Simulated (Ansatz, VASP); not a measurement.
**SnSe2 in VASP and in Ansatz**

File INCAR:

```
SYSTEM = SnSe2
ALGO = Normal
EDIFF = 1E-6
ENCUT = 500
GGA = PE
GGA_COMPAT = .FALSE.
ISIF = 2
ISMEAR = 0
IVDW = 12
LASPH = .TRUE.
LCHARG = .FALSE.
LREAL = .FALSE.
LWAVE = .FALSE.
NBANDS = 20
NELM = 120
PREC = Accurate
SIGMA = 0.03
```

File KPOINTS:

```
k-points
0
G
  12 12 6
  0 0 0
```

POSCAR

```
SnSe2
1.0
    3.5507516844      0.0000000000      0.0000000000
   -1.7753758422      3.0750411612      0.0000000000
    0.0000000000      0.0000000000      5.9045449759
Sn Se
1 2
Direct
    0.0000000000      0.0000000000      0.0000000000
    0.3333333333      0.6666666667      0.2651331237
    0.6666666667      0.3333333333      0.7348668763
```

Input for Ansatz:

```yaml
crystal:
  lattice:
    - [3.5507516844, 0.0, 0.0]
    - [-1.7753758422, 3.0750411612, 0.0]
    - [0.0, 0.0, 5.9045449759]
  atoms:
    - { symbol: Sn, position: [0.0, 0.0, 0.0] }
    - { symbol: Se, position: [0.3333333333, 0.6666666667, 0.2651331237] }
    - { symbol: Se, position: [0.6666666667, 0.3333333333, 0.7348668763] }
basis:
  ecutwfc: 420
kpoints:
  mp_grid: { grid: [12, 12, 6] }
hamiltonian:
  xc: pbe
  dispersion: d3bj
scf:
  occupations: { method: gaussian, width: 0.03 }
output:
  forces: true
  stress: true
  eigenvalues: true
```

Alike in both runs: task single point; functional PBE; dispersion D3(BJ); k mesh 12 × 12 × 6; occupations gaussian, width 0.03 eV; no spin polarisation.

|  | VASP | Ansatz |
| --- | --- | --- |
| version | VASP 6.6.1 | Ansatz 0.2.0 |
| potentials or method | VASP PAW PBE potentials, release 64 (Sn_d, Se), cutoff 500 eV | scalar-relativistic, plane waves, PAW |
| valence electrons in the cell | 26 | 46 |

|  | VASP | Ansatz | Ansatz less VASP |
| --- | --- | --- | --- |
| gap on the k mesh at the Fermi level (eV) | 0.50 | 0.51 | +0.005 |
| least direct gap on the mesh (eV) | 1.38 | 1.38 | +0.005 |
| pressure (GPa) | 17.7 | 17.5 | -0.18 |
| traceless stress, the component that is largest in VASP (GPa) | -3.16 | -3.19 | -0.035 |
| rms of the force components (eV/Å) | 0.691 | 0.677 | -0.0135 |

Atom by atom the forces differ by 0.013 eV/Å (rms over components). VASP's potentials hold 26 valence electrons a cell and Ansatz's 46, so a difference there can come from the potentials and not from the codes.
